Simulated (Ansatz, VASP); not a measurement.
## Ir: VASP beside Ansatz

```
Ir
1.0
     0.00000    1.89090    1.91970
     1.91970    0.00000    1.91970
     1.91970    1.89090    0.00000
Ir
1
Direct
  0.00000 0.00000 0.00000
```

Change from the starting cell: strain -0.0150 x Voigt [0, 1, 0, 0, 0, 0], atoms carried along.

Alike in both runs: task single point; functional r2SCAN; k mesh 22 × 22 × 22; occupations gaussian, width 0.15 eV; no spin polarisation.

```csv
,VASP,Ansatz
version,VASP 6.6.1,Ansatz 0.2.0
potentials or method,"VASP PAW PBE potentials, release 64 (Ir), cutoff 520 eV","scalar-relativistic, plane waves, PAW"
valence electrons in the cell,9,17
```

```tsv
	VASP	Ansatz	Ansatz less VASP
gap on the k mesh at the Fermi level (eV)	none	none	-
pressure (GPa)	10.4	7.7	-2.75
traceless stress, the component that is largest in VASP (GPa)	3.93	3.93	-0.005
```

VASP's potentials were made for PBE, not for r2SCAN. A gap of «none» marks a metal or a gap that the smearing closes. VASP's potentials hold 9 valence electrons a cell and Ansatz's 17, so a difference there can come from the potentials and not from the codes.

Neither program's run includes spin-orbit coupling.
